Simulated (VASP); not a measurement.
Wanted: the native input for a VASP 6.6.1 run.

```
Task                   : single point
Functional             : PBEsol
Potentials or basis    : VASP PAW PBE potentials, release 64 (Ga_d, Se)
Cutoff                 : 500 eV
k mesh                 : 12 × 12 × 12
Occupations            : gaussian, width 0.1 eV
Spin                   : no spin polarisation
Dipole correction      : no
Further INCAR settings : ALGO = Normal; EDIFF = 1e-06; NBANDS = 30
```

The structure of Ga3Se lies in POSCAR:

```
Ga3Se
1.0
    1.8650552603      1.0767901566      6.9399887431
   -1.8650552603      1.0767901566      6.9399887431
    0.0000000000     -2.1535803132      6.9399887431
Ga Se
3 1
Direct
    0.7515520680      0.7515520680      0.7515520680
    0.2484479320      0.2484479320      0.2484479320
    0.0000000000      0.0000000000      0.0000000000
    0.5000000000      0.5000000000      0.5000000000
```

The input as run:

INCAR

```
PREC = Accurate ; ENCUT = 500
EDIFF = 1E-6 ; ISMEAR = 0
SIGMA = 0.1 ; LREAL = F
LASPH = T ; NELM = 120
ALGO = Normal ; ISIF = 2
LWAVE = F ; LCHARG = T
GGA = PS ; LELF = T
LVHAR = T ; NBANDS = 30
GGA_COMPAT = F
```

KPOINTS

```
Automatic mesh
0
Gamma
  12 12 12
```

Potentials or basis: VASP PAW PBE potentials, release 64 (Ga_d, Se).

The run is started by

```bash
$ cat potpaw_PBE.64/Ga_d/POTCAR potpaw_PBE.64/Se/POTCAR > POTCAR
$ mpirun -np 1 vasp_std > vasp.out
```

Results of the run:

- Pressure: -3.2 GPa
- Largest force: 0.031 eV/Å
- Band gap on the k mesh: zero (an odd number of electrons rules out a gap without spin polarisation)

Caveat: the cell stands under tension; the PAW data sets were made with another functional, which shifts forces and pressure a little.

Run time: 33 min on 1 thread of Oxide Virtual Turin-like Processor, on a shared host, peak memory 0.61 GiB.
